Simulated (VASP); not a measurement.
# CsLiCr2Te2S3 (Cm) in VASP: single point with PBE

Aim: the single point of CsLiCr2Te2S3 with PBE.

All numbers are computed with VASP 6.6.1; they aren't measurements. Logs are shortened: lines on timing, memory, paths and dates and some standing lists are left out, and cuts for length are marked.

## Step 1: The cell of the first run

The structure is monoclinic, space group Cm (No. 8). The conventional cell has a = 6.843 Å, b = 10.361 Å, c = 7.978 Å, α = 90.00°, β = 111.21°, γ = 90.00°. Within 4.7 Å of Cs (site symmetry m) lie 6 S at 3.58 to 4.55 Å and 2 Li at 4.01 to 4.44 Å and 6 Te at 4.15 to 4.36 Å and 6 Cr at 4.63 to 4.67 Å. Within 3.3 Å of Li (site symmetry m) lie 3 S at 2.42 to 2.56 Å and 2 Te at 3.02 Å and 4 Cr at 3.10 to 3.27 Å. Cr (site symmetry 1) has 3 S at 2.20 to 2.25 Å and 1 Te at 2.51 Å within 2.9 Å. Within 3.3 Å of Te (site symmetry 1) lie 1 Cr at 2.51 Å and 1 Li at 3.02 Å and 1 Te at 3.20 Å. S (site symmetry 1) has 2 Cr at 2.24 to 2.25 Å and 1 Li at 2.56 Å within 3.0 Å. S (site symmetry m) has 2 Cr at 2.20 Å and 1 Li at 2.42 Å within 2.9 Å.

## Step 2: Single point, PBE, collinear spin, ferromagnetic start

The input, INCAR:

```
SYSTEM = CsLiCr2Te2S3
ALGO = Normal ; EDIFF = 1E-6
ENCUT = 520 ; GGA = PE
ISIF = 2 ; ISMEAR = -1
ISPIN = 2 ; LASPH = .True.
LCHARG = .False. ; LMAXMIX = 4
LORBIT = 11 ; LREAL = .False.
LWAVE = .False. ; MAGMOM = 0 0 3 3 0 0 0 0 0
NBANDS = 47 ; NELM = 150
PREC = Accurate ; SIGMA = 0.05
```

The input, KPOINTS:

```
k-points
0
Gamma
  4 4 3
  0 0 0
```

The input, POSCAR:

```
CsLiCr2Te2S3
1.0
    3.4216200000     -5.1806900000      0.0078400000
    3.4216200000      5.1806900000      0.0078400000
   -2.9041100000      0.0000000000      7.4309300000
Cs Li Cr Te S
1 1 2 2 3
Direct
    0.0937400000      0.0937400000      0.0085300000
    0.5887500000      0.5887500000      0.5533600000
    0.0564600000      0.4675500000      0.5579000000
    0.4675500000      0.0564600000      0.5579000000
    0.5648600000      0.8735700000      0.2903500000
    0.8735700000      0.5648600000      0.2903500000
    0.8115100000      0.3969700000      0.7334700000
    0.3969700000      0.8115100000      0.7334700000
    0.2140400000      0.2140400000      0.4837100000
```

Potentials or basis: VASP PAW PBE potentials, release 64 (Cs_sv, Li_sv, Cr_pv, Te, S).

Run with:

```console
> cat potpaw_PBE.64/Cs_sv/POTCAR potpaw_PBE.64/Li_sv/POTCAR potpaw_PBE.64/Cr_pv/POTCAR potpaw_PBE.64/Te/POTCAR potpaw_PBE.64/S/POTCAR > POTCAR
> mpirun -np 1 vasp_std > vasp.out
```

OUTCAR:

```text
SYSTEM = CsLiCr2Te2S3
   EDIFF = 1E-6
   ENCUT = 520
   GGA = PE
   ISIF = 2
   ISMEAR = -1
   ISPIN = 2
   LASPH = .True.
   LORBIT = 11
   LREAL = .False.
   NELM = 150
   PREC = Accurate

 ion  position               nearest neighbor table
   1  0.094  0.094  0.009-
   2  0.589  0.589  0.553-   9 2.42   8 2.56   7 2.56   6 3.02   5 3.02
   3  0.056  0.468  0.558-   9 2.20   7 2.24   8 2.25   6 2.51
   4  0.468  0.056  0.558-   9 2.20   8 2.24   7 2.25   5 2.51
   5  0.565  0.874  0.290-   4 2.51   2 3.02   6 3.20
   6  0.874  0.565  0.290-   3 2.51   2 3.02   5 3.20
   7  0.812  0.397  0.733-   3 2.24   4 2.25   2 2.56
   8  0.397  0.812  0.733-   4 2.24   3 2.25   2 2.56
   9  0.214  0.214  0.484-   3 2.20   4 2.20   2 2.42

  LATTYP: Found a base centered monoclinic cell.
 ALAT       =     6.8432579639
 B/A-ratio  =     1.5141004555
 C/A-ratio  =     1.1658564481
 COS(beta)  =    -0.3618680181

  Lattice vectors:

 A1 = (   3.4216200000,  -5.1806900000,   0.0078400000)
 A2 = (   3.4216200000,   5.1806900000,   0.0078400000)
 A3 = (  -2.9041100000,   0.0000000000,   7.4309300000)

Analysis of symmetry for initial positions (statically):
=====================================================================
 Subroutine PRICEL returns:
 Original cell was already a primitive cell.

 Routine SETGRP: Setting up the symmetry group for a
 base centered monoclinic supercell.

 Subroutine GETGRP returns: Found  2 space group operations
 (whereof  2 operations were pure point group operations)
 out of a pool of  4 trial point group operations.

The static configuration has the point symmetry C_1h.

Analysis of symmetry for dynamics (positions and initial velocities):
=====================================================================
 Subroutine PRICEL returns:
 Original cell was already a primitive cell.

 Routine SETGRP: Setting up the symmetry group for a
 base centered monoclinic supercell.

 Subroutine GETGRP returns: Found  2 space group operations
 (whereof  2 operations were pure point group operations)
 out of a pool of  4 trial point group operations.

The dynamic configuration has the point symmetry C_1h.

Analysis of structural, dynamic, and magnetic symmetry:
=====================================================================
 Subroutine PRICEL returns:
 Original cell was already a primitive cell.

 Routine SETGRP: Setting up the symmetry group for a
 base centered monoclinic supercell.

 Subroutine GETGRP returns: Found  2 space group operations
 (whereof  2 operations were pure point group operations)
 out of a pool of  4 trial point group operations.

The overall configuration has the point symmetry C_1h.

 Subroutine INISYM returns: Found  2 space group operations
 (whereof  2 operations are pure point group operations),
 and found     1 'primitive' translations

----------------------------------------------------------------------------------------

                                     Primitive cell

  volume of cell :     263.6825

  direct lattice vectors                    reciprocal lattice vectors
     3.421620000 -5.180690000  0.007840000     0.145998873 -0.096512241  0.057058374
     3.421620000  5.180690000  0.007840000     0.145998873  0.096512241  0.057058374
    -2.904110000  0.000000000  7.430930000    -0.000308072  0.000000000  0.134452259

  length of vectors
     6.208630587  6.208630587  7.978256423     0.184081345  0.184081345  0.134452612

  position of ions in fractional coordinates (direct lattice)
     0.093740000  0.093740000  0.008530000
     0.588750000  0.588750000  0.553360000
     0.056460000  0.467550000  0.557900000
     0.467550000  0.056460000  0.557900000
     0.564860000  0.873570000  0.290350000
     0.873570000  0.564860000  0.290350000
     0.811510000  0.396970000  0.733470000
     0.396970000  0.811510000  0.733470000
     0.214040000  0.214040000  0.483710000

  ion indices of the primitive-cell ions
   primitive index   ion index
                 1           1
                 2           2
                 3           3
                 4           4
                 5           5
                 6           6
                 7           7
                 8           8
                 9           9

----------------------------------------------------------------------------------------

 KPOINTS: k-points

Automatic generation of k-mesh.
 Grid dimensions read from file:
 generate k-points for:    4    4    3

 Generating k-lattice:

  Cartesian coordinates                     Fractional coordinates (reciprocal lattice)
     0.036499718 -0.024128060  0.014264594     0.250000000  0.000000000 -0.000000000
     0.036499718  0.024128060  0.014264594     0.000000000  0.250000000 -0.000000000
    -0.000102691  0.000000000  0.044817420     0.000000000  0.000000000  0.333333333

  Length of vectors
     0.046020336  0.046020336  0.044817537

  Shift w.r.t. Gamma in fractional coordinates (k-lattice)
     0.000000000  0.000000000  0.000000000

 Subroutine IBZKPT returns following result:
 ===========================================

 Found     17 irreducible k-points:

 Following reciprocal coordinates:
            Coordinates               Weight
  0.000000  0.000000  0.000000      1.000000
  0.250000  0.000000  0.000000      4.000000
  0.500000  0.000000  0.000000      2.000000
  0.250000  0.250000  0.000000      2.000000
  0.500000  0.250000  0.000000      4.000000
 -0.250000  0.250000  0.000000      2.000000
[... 9 lines left out ...]
 -0.250000  0.500000  0.333333      4.000000
 -0.250000 -0.250000  0.333333      2.000000
   k-points           NKPTS =     17   k-points in BZ     NKDIM =     17   number of bands    NBANDS=     47
   number of dos      NEDOS =    301   number of ions     NIONS =      9
   total plane-waves  NPLWV = 138240
   dimension x,y,z NGX =    48 NGY =   48 NGZ =   60
   dimension x,y,z NGXF=    96 NGYF=   96 NGZF=  120
   ions per type =               1   1   2   2   3
   NGX,Y,Z   is equivalent  to a cutoff of  12.85, 12.85, 12.50 a.u.
   NGXF,Y,Z  is equivalent  to a cutoff of  25.71, 25.71, 25.00 a.u.
 SYSTEM =  CsLiCr2Te2S3
   PREC   = accura    normal or accurate (medium, high low for compatibility)
   ISTART =      0    job   : 0-new  1-cont  2-samecut
   ICHARG =      2    charge: 1-file 2-atom 10-const
   ISPIN  =      2    spin polarized calculation?
   LNONCOLLINEAR =      F non collinear calculations
   LSORBIT =      F    spin-orbit coupling
   LASPH  =      T    aspherical Exc in radial PAW
   ENCUT  =  520.0 eV  38.22 Ry    6.18 a.u.  11.54 11.54 14.83*2*pi/ulx,y,z
   NELM   =    150;   NELMIN=  2; NELMDL= -5     # of ELM steps
   EDIFF  = 0.1E-05   stopping-criterion for ELM
   LREAL  =      F    real-space projection
   EDIFFG = 0.1E-04   stopping-criterion for IOM
   NSW    =      0    number of steps for IOM
   IBRION =     -1    ionic relax: 0-MD 1-quasi-New 2-CG
   NFREE  =      0    steps in history (QN), initial steepest desc. (CG)
   ISIF   =      2    stress and relaxation
   ISYM   =      2    0-nonsym 1-usesym 2-fastsym
   POTIM  = 0.5000    time-step for ionic-motion
   TEBEG  =    0.0;   TEEND  =   0.0 temperature during run
   PSTRESS=    0.0 pullay stress
   NELECT =      66.0000    total number of electrons
   NUPDOWN=      -1.0000    fix difference up-down
   EMIN   =  10.00;   EMAX   =-10.00  energy-range for DOS
   EFERMI =   0.00;   METHOD = LEGACY
   ISMEAR =    -1;   SIGMA  =   0.05  broadening in eV -4-tet -1-fermi 0-gaus
   EFERMI_NEDOS =   21; number of points for ismear=-14 and -15
   IALGO  =     38    algorithm
   IMIX   =      4    mixing-type and parameters
     AMIX     =   0.40;   BMIX     =  1.00
     AMIX_MAG =   1.60;   BMIX_MAG =  1.00
  volume/ion in A,a.u.               =      29.30       197.71
  Fermi-wavevector in a.u.,A,eV,Ry     =   1.031721  1.949670 14.482705  1.064449
  Thomas-Fermi vector in A             =   2.165883
   LORBIT       =     11    0 simple, 1 ext, 2 COOP (PROOUT), +10 PAW based schemes
   GGA     = PE    functional components
   LHFCALC =     F    Hartree Fock is set to
   AEXX    =    0.0000 exact exchange contribution
   IVDW    =     0    specifies the selected vdW correction
   LEPSILON=     F    determine dielectric tensor
   LRPA    =     F    only Hartree local field effects (RPA)
 spin polarized calculation
  energy-cutoff  :      520.00
  volume of cell :      263.68
 maximum number of plane-waves:      7123
 NGX is ok and might be reduce to    48
   NGX = 23   NGY = 23   NGZ = 29

 number of electron      66.0000014 magnetization       4.0132429

 Free energy of the ion-electron system (eV)
  ---------------------------------------------------
  ext. energy  EPLUGINS =         0.00000000
  ---------------------------------------------------
  free energy    TOTEN  =       -45.78745848 eV

  energy without entropy =      -45.75563226  energy(sigma->0) =      -45.77154537

 E-fermi :   3.1484     XC(G=0):  -8.3105

 val. band max:        3.1238870367   @ k =   0.5000   0.0000   0.0000
 cond. band min:       3.1592234488   @ k =   0.2500   0.0000   0.0000
 fundamental gap:      0.0353364121
 Fermi energy:         3.1483822784

 spin component 1

 k-point     1 :       0.0000    0.0000    0.0000
  band No.  band energies     occupation
      1     -42.8775      1.00000
      2     -41.1992      1.00000
      3     -41.1960      1.00000
      4     -41.1740      1.00000
      5     -41.1644      1.00000
      6     -41.0735      1.00000
[... 37 lines left out ...]
     44       7.6104      0.00000
     45       7.9853      0.00000
[... 726 lines left out ...]
      4     -41.1699      1.00000
      5     -41.1693      1.00000
      6     -41.0730      1.00000
[... 37 lines left out ...]
     44       7.8384      0.00000
     45       8.3232      0.00000
 Fermi energy:         3.1483822784

 spin component 2

 k-point     1 :       0.0000    0.0000    0.0000
  band No.  band energies     occupation
      1     -42.8753      1.00000
      2     -38.8824      1.00000
      3     -38.8808      1.00000
      4     -38.8415      1.00000
      5     -38.8402      1.00000
      6     -38.7915      1.00000
[... 37 lines left out ...]
     44       7.7629      0.00000
     45       8.1040      0.00000
[... 726 lines left out ...]
      4     -38.8410      1.00000
      5     -38.8403      1.00000
      6     -38.7849      1.00000
[... 37 lines left out ...]
     44       7.9208      0.00000
     45       8.3575      0.00000
 [bands above 45 left out]

------------------------ aborting loop because EDIFF is reached ----------------------------------------

  FORCE on cell =-STRESS in cart. coord.  units (eV):
  Direction    XX          YY          ZZ          XY          YZ          ZX
  --------------------------------------------------------------------------------------
  -------------------------------------------------------------------------------------
  Total       -0.0252127     -0.1162000      0.0107396      0.0000000      0.0000000     -0.0432776
  in kB       -0.1531967     -0.7060501      0.0652558      0.0000000      0.0000000     -0.2629615
  external PRESSURE =      -0.2646637 kB  Pullay stress =       0.0000000 kB

 VOLUME and BASIS-vectors are now :
 -----------------------------------------------------------------------------
  energy-cutoff  :      520.00
  volume of cell :      263.68
      direct lattice vectors                 reciprocal lattice vectors
     3.421620000 -5.180690000  0.007840000     0.145998873 -0.096512241  0.057058374
     3.421620000  5.180690000  0.007840000     0.145998873  0.096512241  0.057058374
    -2.904110000  0.000000000  7.430930000    -0.000308072  0.000000000  0.134452259

 POSITION                                       TOTAL-FORCE (eV/Angst)
 -----------------------------------------------------------------------------------
      0.61671      0.00000      0.06486         0.003157      0.000000      0.000771
      2.42194      0.00000      4.12121        -0.003591      0.000000      0.000240
      0.17276      2.12973      4.14982        -0.025355      0.010852      0.020883
      0.17276     -2.12973      4.14982        -0.025355     -0.010852      0.020883
      4.07855      1.59933      2.16885         0.015812     -0.008590     -0.009658
      4.07855     -1.59933      2.16885         0.015812      0.008590     -0.009658
      2.00488     -2.14760      5.45984         0.002309      0.009637     -0.003282
      2.00488      2.14760      5.45984         0.002309     -0.009637     -0.003282
      0.05998      0.00000      3.59777         0.014901      0.000000     -0.016899
 -----------------------------------------------------------------------------------
    total drift:                                0.000224      0.000000     -0.000086

  FREE ENERGIE OF THE ION-ELECTRON SYSTEM (eV)
  ---------------------------------------------------
  free  energy   TOTEN  =       -45.7874584821 eV

  energy  without entropy=      -45.7556322594  energy(sigma->0) =      -45.77154537

 total charge

# of ion       s       p       d       tot
------------------------------------------
    1        1.831   4.704   0.024   6.559
    2        2.014   0.048   0.000   2.062
    3        0.333   6.280   4.177  10.791
    4        0.333   6.280   4.177  10.791
    5        1.391   1.958   0.027   3.376
    6        1.391   1.958   0.027   3.376
    7        1.340   2.390   0.000   3.730
    8        1.340   2.390   0.000   3.730
    9        1.342   2.413   0.000   3.755
--------------------------------------------------
tot         11.317  28.422   8.432  48.170

 magnetization (x)

# of ion       s       p       d       tot
------------------------------------------
    1       -0.000  -0.002   0.000  -0.001
    2        0.001   0.000   0.000   0.001
    3        0.028   0.021   2.230   2.278
    4        0.028   0.021   2.230   2.278
    5       -0.007  -0.186   0.003  -0.190
    6       -0.007  -0.186   0.003  -0.190
    7       -0.003  -0.081   0.000  -0.084
    8       -0.003  -0.081   0.000  -0.084
    9        0.001  -0.085   0.000  -0.084
--------------------------------------------------
tot          0.037  -0.579   4.465   3.924
```

It took 13 min on 1 thread of Intel Xeon Platinum 8488C (Sapphire Rapids), shared host; peak memory 0.68 GiB.

Results:

```yaml
Free_energy: -45.7875 eV
Largest_force: 0.035 eV/Å
Band_gap_on_the_k_mesh: zero (filled and empty bands overlap)
Net_moment: 4.01 μB per cell
Site_moments: Cs -0.00; Li +0.00; Cr +2.28; Te -0.19; S -0.08 μB
Valence_electrons_inside_the_program's_atomic_spheres: Cs 6.56; Li 2.06; Cr 10.79; Te 3.38; S 3.73, 3.75 (each value once)
```

Forces in eV/Å, atoms in the order of the input:
```
Cs   0.003  0.000  0.001
Li  -0.004  0.000  0.000
Cr  -0.025  0.011  0.021
Cr  -0.025 -0.011  0.021
Te   0.016 -0.009 -0.010
Te   0.016  0.009 -0.010
S    0.002  0.010 -0.003
S    0.002 -0.010 -0.003
S    0.015  0.000 -0.017
```

Levels at points of the mesh, in eV from the Fermi level:
Spin up:
```csv
k point,band 33,band 34,band 35,band 36,band 37,band 38
"(0.00, 0.00, 0.00)",-0.77,-0.39,-0.37,-0.21,0.24,0.76
"(0.50, 0.00, 0.00)",-0.81,-0.25,-0.02,0.29,0.50,0.81
"(0.50, 0.50, 0.00)",-0.61,-0.45,-0.04,0.50,0.59,0.89
```
Spin down:
```csv
k point,band 28,band 29,band 30,band 31,band 32,band 33,band 34,band 35
"(0.00, 0.00, 0.00)",-1.95,-1.71,-0.70,-0.57,0.69,0.89,1.07,1.11
"(0.50, 0.00, 0.00)",-1.69,-1.43,-1.04,-0.20,0.68,0.83,1.11,1.35
"(0.50, 0.50, 0.00)",-1.80,-1.40,-0.75,-0.20,0.85,0.97,1.19,1.39
```

Caveat: the cutoff is under 1.25 times the usual one of these potentials, so pressure, stress and relaxed cells hold a basis-set (Pulay) error; spin-orbit coupling is left out, which moves the levels of the heavy elements; the run started ferromagnetic, and an antiferromagnetic order may lie lower in energy. With open d or f shells a metallic result of PBE can be an artefact of self-interaction; +U or a hybrid may open a gap.

The gap in the log of VASP goes by the Fermi energy; the results here count the filled bands.